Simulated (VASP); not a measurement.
A run of VASP 6.6.1:

INCAR

```
PREC = Accurate
ENCUT = 500
EDIFF = 1E-6
ISMEAR = 0
SIGMA = 0.01
LREAL = False
LASPH = True
NELM = 120
ALGO = Normal
ISIF = 2
LWAVE = False
LCHARG = True
GGA = PE
LELF = True
LVHAR = True
NBANDS = 52
GGA_COMPAT = False
```

File KPOINTS:

```
Automatic mesh
0
Gamma
  4 4 4
```

The input POSCAR:

```
As2Pt
1.0
    5.9963734677      0.0000000000      0.0000000000
    0.0000000000      5.9963734677      0.0000000000
    0.0000000000      0.0000000000      5.9963734677
As Pt
8 4
Direct
    0.3835127539      0.3835127539      0.3835127539
    0.1164872461      0.6164872461      0.8835127539
    0.8835127539      0.1164872461      0.6164872461
    0.6164872461      0.8835127539      0.1164872461
    0.6164872461      0.6164872461      0.6164872461
    0.8835127539      0.3835127539      0.1164872461
    0.1164872461      0.8835127539      0.3835127539
    0.3835127539      0.1164872461      0.8835127539
    0.0000000000      0.0000000000      0.0000000000
    0.5000000000      0.0000000000      0.5000000000
    0.5000000000      0.5000000000      0.0000000000
    0.0000000000      0.5000000000      0.5000000000
```

Potentials or basis: VASP PAW PBE potentials, release 64 (As, Pt).

Run with:

```sh
$ cat potpaw_PBE.64/As/POTCAR potpaw_PBE.64/Pt/POTCAR > POTCAR
$ mpirun -np 1 vasp_std > vasp.out
```

Hardware: 1 thread of Oxide Virtual Turin-like Processor, with other jobs on the host.

Problem. Estimate the wall time of this run.

Solution. Wall time 3.5 min on 1 thread of Oxide Virtual Turin-like Processor, on a shared host, peak memory 0.32 GiB. Counts: scf iterations 13, k points 11.
